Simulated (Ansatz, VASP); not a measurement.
## Two plane-wave programs on Nb

File INCAR:

```
SYSTEM = Nb
PREC = Accurate
ENCUT = 520
EDIFF = 1E-7
ISMEAR = -1
SIGMA = 0.05
LREAL = .False.
LASPH = .True.
NELM = 150
ALGO = Normal
ISIF = 2
LWAVE = .False.
LCHARG = .False.
ISPIN = 2
MAGMOM = 1
LORBIT = 11
LMAXMIX = 4
GGA = PS
NBANDS = 16
```

Contents of KPOINTS:

```
Automatic mesh
0
Gamma
  22 22 22
  0 0 0
```

Contents of POSCAR:

```
Nb
1.0
   -1.6973417555      1.6973417555      1.6973417555
    1.6973417555     -1.6973417555      1.6973417555
    1.6973417555      1.6973417555     -1.6973417555
Nb
1
Direct
    0.0000000000      0.0000000000      0.0000000000
```

Input for Ansatz:

```yaml
crystal:
  lattice:
    - [-1.6973417555, 1.6973417555, 1.6973417555]
    - [1.6973417555, -1.6973417555, 1.6973417555]
    - [1.6973417555, 1.6973417555, -1.6973417555]
  atoms:
    - { symbol: Nb, position: [0.0, 0.0, 0.0], spin: 1.0 }
hamiltonian:
  xc: pbesol
  pseudopotentials:
    kind: paw
    azcp:
      Nb: "pseudopotentials/Nb.paw.azcp"
basis:
  ecutwfc: 420
  fft_grid_basis: typed
kpoints:
  mp_grid: { grid: [22, 22, 22], shift: [0, 0, 0] }
magnetization:
  spin_polarized: true
scf:
  occupations: { method: fermi_dirac, width: 0.05 }
output:
  stress: true
```

Alike in both runs: task single point; functional PBEsol; k mesh 22 × 22 × 22; occupations fermi-dirac, width 0.05 eV; collinear spin.

```csv
,VASP,Ansatz
version,VASP 6.6.1,Ansatz 0.2.0
potentials or method,"VASP PAW PBE potentials, release 64 (Nb_sv), cutoff 520 eV","plane waves (420 eV) with PAW, scalar-relativistic"
valence electrons in the cell,13,13
```

VASP gave:

| Property | Result |
| --- | --- |
| pressure (GPa) | -16.6 |
| net moment per atom (μB) | 0.00 |

Q: What did Ansatz give for the same quantities?

A: Pressure (GPa): -16.4; net moment per atom (μB): 0.00.

VASP's potentials were made for PBE, not for PBEsol, and Ansatz warns of the same on its side. Ansatz's warnings: seeded moment not kept.
